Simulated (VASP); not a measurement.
# PtSe2 (P-3m1) in VASP: single point with HSE06

Aim: the single point of PtSe2 with HSE06.

Program: VASP 6.6.1. These are calculated values, not measurements. Logs are shortened: lines on timing, memory, paths and dates and some standing lists are left out, and cuts for length are marked.

### Step 1. The cell of the first run

The structure is trigonal, space group P-3m1 (No. 164). The conventional cell has a = 3.654 Å, b = 3.654 Å, c = 5.573 Å, α = 90.00°, β = 90.00°, γ = 120.00°. Within 3.3 Å of Pt (site symmetry -3m) lie 6 Se at 2.50 Å. Se (site symmetry 3m) has 3 Pt at 2.50 Å and 12 Se at 3.41 to 3.65 Å within 3.7 Å.

### Step 2. Single point, HSE06 (epitaxial xy strain -2.0%)

Contents of POSCAR:

```
PtSe2
1.0
    3.6540773614      0.0000000000      0.0000000000
   -1.8270386807      3.1645238224      0.0000000000
    0.0000000000      0.0000000000      5.5726968995
Pt Se
1 2
Direct
    0.0000000000      0.0000000000      0.0000000000
    0.3333333333      0.6666666667      0.2406352994
    0.6666666667      0.3333333333      0.7593647006
```

Contents of INCAR.step1:

```
PREC = Accurate
ENCUT = 520
EDIFF = 1E-5
ISMEAR = -1
SIGMA = 0.02
LREAL = False
LASPH = True
NELM = 100
ALGO = Normal
ISIF = 2
LWAVE = True
LCHARG = False
NBANDS = 18
GGA = PE
KPAR = 4
```

Contents of INCAR.step2:

```
PREC = Accurate
ENCUT = 520
EDIFF = 1E-6
ISMEAR = -1
SIGMA = 0.02
LREAL = False
LASPH = True
NELM = 100
ALGO = Normal
ISIF = 2
LWAVE = False
LCHARG = False
GGA = PE
LHFCALC = True
HFSCREEN = 0.2079
PRECFOCK = Normal
NBANDS = 18
ISTART = 1
KPAR = 4
```

Contents of KPOINTS:

```
Automatic mesh
0
Gamma
  6 6 4
```

Potentials or basis: VASP PAW PBE potentials, release 64 (Pt, Se).

Launch:

```sh
cat potpaw_PBE.64/Pt/POTCAR potpaw_PBE.64/Se/POTCAR > POTCAR
cp INCAR.step1 INCAR
mpirun -np 4 vasp_std > vasp.out
cp INCAR.step2 INCAR
mpirun -np 4 vasp_std > vasp.out
```

OUTCAR:

```text
PREC = Accurate
   ENCUT = 520
   EDIFF = 1E-6
   ISMEAR = -1
   LREAL = False
   LASPH = True
   NELM = 100
   ISIF = 2
   GGA = PE
   LHFCALC = True
   HFSCREEN = 0.2079
   PRECFOCK = Normal
   ISTART = 1

 ion  position               nearest neighbor table
   1  0.000  0.000  0.000-   2 2.50   3 2.50   3 2.50   2 2.50   3 2.50   2 2.50
   2  0.333  0.667  0.241-   1 2.50   1 2.50   1 2.50
   3  0.667  0.333  0.759-   1 2.50   1 2.50   1 2.50

  LATTYP: Found a hexagonal cell.
 ALAT       =     3.6540773614
 C/A-ratio  =     1.5250626487

  Lattice vectors:

 A1 = (   3.6540773614,   0.0000000000,   0.0000000000)
 A2 = (  -1.8270386807,   3.1645238224,   0.0000000000)
 A3 = (   0.0000000000,   0.0000000000,   5.5726968995)

Analysis of symmetry for initial positions (statically):
=====================================================================
 Subroutine PRICEL returns:
 Original cell was already a primitive cell.

 Routine SETGRP: Setting up the symmetry group for a
 hexagonal supercell.

 Subroutine GETGRP returns: Found 12 space group operations
 (whereof 12 operations were pure point group operations)
 out of a pool of 24 trial point group operations.

The static configuration has the point symmetry D_3d.

Analysis of symmetry for dynamics (positions and initial velocities):
=====================================================================
 Subroutine PRICEL returns:
 Original cell was already a primitive cell.

 Routine SETGRP: Setting up the symmetry group for a
 hexagonal supercell.

 Subroutine GETGRP returns: Found 12 space group operations
 (whereof 12 operations were pure point group operations)
 out of a pool of 24 trial point group operations.

The dynamic configuration has the point symmetry D_3d.

 Subroutine INISYM returns: Found 12 space group operations
 (whereof 12 operations are pure point group operations),
 and found     1 'primitive' translations

----------------------------------------------------------------------------------------

                                     Primitive cell

  volume of cell :      64.4394
[... 90 lines left out ...]
   EDIFF  = 0.1E-05   stopping-criterion for ELM
   LREAL  =      F    real-space projection
   EDIFFG = 0.1E-04   stopping-criterion for IOM
   NSW    =      0    number of steps for IOM
   IBRION =     -1    ionic relax: 0-MD 1-quasi-New 2-CG
   NFREE  =      0    steps in history (QN), initial steepest desc. (CG)
   ISIF   =      2    stress and relaxation
   ISYM   =      3    0-nonsym 1-usesym 2-fastsym
   POTIM  = 0.5000    time-step for ionic-motion
   TEBEG  =    0.0;   TEEND  =   0.0 temperature during run
   PSTRESS=    0.0 pullay stress
   NELECT =      22.0000    total number of electrons
   NUPDOWN=      -1.0000    fix difference up-down
   EMIN   =  10.00;   EMAX   =-10.00  energy-range for DOS
   EFERMI =   0.00;   METHOD = LEGACY
   ISMEAR =    -1;   SIGMA  =   0.02  broadening in eV -4-tet -1-fermi 0-gaus
   EFERMI_NEDOS =   21; number of points for ismear=-14 and -15
   IALGO  =     38    algorithm
   IMIX   =      1    mixing-type and parameters
     AMIX     =   0.40;   BMIX     =  1.00
     AMIX_MAG =   1.60;   BMIX_MAG =  1.00
  volume/ion in A,a.u.               =      21.48       144.95
  Fermi-wavevector in a.u.,A,eV,Ry     =   1.144191  2.162208 17.812382  1.309173
  Thomas-Fermi vector in A             =   2.280884
   LORBIT       =      0    0 simple, 1 ext, 2 COOP (PROOUT), +10 PAW based schemes
   GGA     = PE    functional components
   LHFCALC =     T    Hartree Fock is set to
   PRECFOCK=normal    Normal, Fast or Accurate (Low or Medium for compatibility)
   ENCUT4O =  -1.0   cutoff for four orbital integrals eV
   NKREDX  =     1    reduce k-point grid by
   NKREDY  =     1    reduce k-point grid by
   NKREDZ  =     1    reduce k-point grid by
   AEXX    =    0.2500 exact exchange contribution
   HFSCREEN=    0.2079 screening length (either q_TF or 0.3 A-1)
   HFSCREENC=   0.2079 screening length for correlation (either q_TF or 0.3 A-1)
   ENCUTFOCK=  -1.0 apply spherical cutoff to Coloumb kernel
   IVDW    =     0    specifies the selected vdW correction
   LEPSILON=     F    determine dielectric tensor
   LRPA    =     F    only Hartree local field effects (RPA)
 non-spin polarized calculation
  energy-cutoff  :      520.00
  volume of cell :       64.44
 maximum number of plane-waves:      1758
 NGX is ok and might be reduce to    28
  NGX = 24; NGY = 24; NGZ = 32

 number of electron      22.0000004 magnetization

 Free energy of the ion-electron system (eV)
  ---------------------------------------------------
  ext. energy  EPLUGINS =         0.00000000
  ---------------------------------------------------
  free energy    TOTEN  =       -17.22166833 eV

  energy without entropy =      -17.22166833  energy(sigma->0) =      -17.22166833

 E-fermi :   5.6940     XC(G=0):  -8.4898

 val. band max:        5.3473976029   @ k =   0.0000   0.0000   0.0000
 cond. band min:       6.0740248555   @ k =   0.3333   0.3333   0.0000
 fundamental gap:      0.7266272527
 Fermi energy:         5.6940186107

 k-point     1 :       0.0000    0.0000    0.0000
  band No.  band energies     occupation
      1     -11.4629      2.00000
      2      -8.9726      2.00000
      3      -2.4470      2.00000
      4      -1.4818      2.00000
      5      -1.4818      2.00000
      6       0.5884      2.00000
[... 481 lines left out ...]
      5      -1.4557      2.00000
      6       0.3428      2.00000
[... 10 lines left out ...]
     17      13.7760      0.00000
     18      16.5754      0.00000

------------------------ aborting loop because EDIFF is reached ----------------------------------------

  FORCE on cell =-STRESS in cart. coord.  units (eV):
  Direction    XX          YY          ZZ          XY          YZ          ZX
  --------------------------------------------------------------------------------------
  -------------------------------------------------------------------------------------
  Total        0.9429625      0.9429625     -0.1914691      0.0000000      0.0000000      0.0000000
  in kB       23.4451751     23.4451751     -4.7605572      0.0000000      0.0000000      0.0000000
  external PRESSURE =      14.0432643 kB  Pullay stress =       0.0000000 kB

 VOLUME and BASIS-vectors are now :
 -----------------------------------------------------------------------------
  energy-cutoff  :      520.00
  volume of cell :       64.44
      direct lattice vectors                 reciprocal lattice vectors
     3.654077361  0.000000000  0.000000000     0.273666893  0.158001655  0.000000000
    -1.827038681  3.164523822  0.000000000     0.000000000  0.316003309  0.000000000
     0.000000000  0.000000000  5.572696900     0.000000000  0.000000000  0.179446329

 POSITION                                       TOTAL-FORCE (eV/Angst)
 -----------------------------------------------------------------------------------
      0.00000      0.00000      0.00000         0.000000      0.000000     -0.000000
     -0.00000      2.10968      1.34099        -0.000000      0.000000     -0.338466
      1.82704      1.05484      4.23171         0.000000     -0.000000      0.338466
 -----------------------------------------------------------------------------------
    total drift:                                0.000000     -0.000000     -0.000001

  FREE ENERGIE OF THE ION-ELECTRON SYSTEM (eV)
  ---------------------------------------------------
  free  energy   TOTEN  =       -17.2216683258 eV

  energy  without entropy=      -17.2216683256  energy(sigma->0) =      -17.22166833
```

OUTCAR.step1:

```text
PREC = Accurate
   ENCUT = 520
   EDIFF = 1E-5
   ISMEAR = -1
   LREAL = False
   LASPH = True
[... 726 lines left out ...]
      0.00000      0.00000      0.00000         0.000000      0.000000     -0.000000
     -0.00000      2.10968      1.34099        -0.000000      0.000000      0.173789
      1.82704      1.05484      4.23171        -0.000000      0.000000     -0.173789
 -----------------------------------------------------------------------------------
    total drift:                                0.000000     -0.000000     -0.000000

  FREE ENERGIE OF THE ION-ELECTRON SYSTEM (eV)
  ---------------------------------------------------
  free  energy   TOTEN  =       -14.1998260494 eV

  energy  without entropy=      -14.1998188617  energy(sigma->0) =      -14.19982246
```

It took 24 min on 4 MPI ranks of Intel Xeon Platinum 8259CL at 2.50GHz (Skylake/Cascade Lake), shared host; peak memory 0.31 GiB.

Results:

| Property | Result |
| --- | --- |
| Free energy | -17.2217 eV |
| Pressure | 1.4 GPa |
| Largest force | 0.338 eV/Å |
| Band gap on the k mesh | 0.73 eV (least direct gap 1.63 eV) |

Forces in eV/Å, atoms in the order of the input:
```
Pt   0.000  0.000  0.000
Se   0.000  0.000 -0.338
Se   0.000  0.000  0.338
```

Caveat: the cell differs from its parent crystal (epitaxial xy strain -2.0%); the PAW data sets were made with another functional, which shifts forces and pressure a little; spin-orbit coupling is left out, which moves the levels of the heavy elements; this functional lacks dispersion, which binds layers or chains, so the pressure and a relaxed spacing across them are unreliable.
